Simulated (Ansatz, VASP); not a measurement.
**CoPtO2: VASP beside Ansatz**

```
Pt Co O
1.0
     1.41227    0.81537    5.93939
    -1.41227    0.81537    5.93939
     0.00000   -1.63075    5.93939
Pt Co O
1 1 2
Direct
  0.00000 0.00000 0.00000
  0.50000 0.50000 0.50000
  0.11224 0.11224 0.11224
  0.88776 0.88776 0.88776
```

Alike in both runs: task single point; functional PBE; k mesh 11 × 11 × 11; occupations fermi-dirac, width 0.05 eV; no spin polarisation.

|  | VASP | Ansatz |
| --- | --- | --- |
| version | VASP 6.6.1 | Ansatz 0.2.0 |
| potentials or method | VASP PAW PBE potentials, release 64 (Pt, Co, O) | Ansatz PAW |
| plane-wave cutoff (eV) | 520 | 420 |
| valence electrons in the cell | 31 | 47 |

Ansatz gave:

* gap on the k mesh at the Fermi level (eV): none
* pressure (GPa): 5.9
* traceless stress, the component that is largest in VASP (GPa): -0.81
* rms of the force components (eV/Å): 0.039

Question: What did VASP give for the same quantities?

Answer: gap on the k mesh at the Fermi level (eV): none; pressure (GPa): 6.0; traceless stress, the component that is largest in VASP (GPa): -0.40; rms of the force components (eV/Å): 0.045.

Atom by atom the forces differ by 0.006 eV/Å (rms over components). A gap of «none» marks a metal or a gap that the smearing closes. With one functional, cell and mesh, what is left measures potentials, basis and numerics. VASP's potentials hold 31 valence electrons a cell and Ansatz's 47, so a difference there can come from the potentials and not from the codes.

Neither program's run includes spin-orbit coupling.
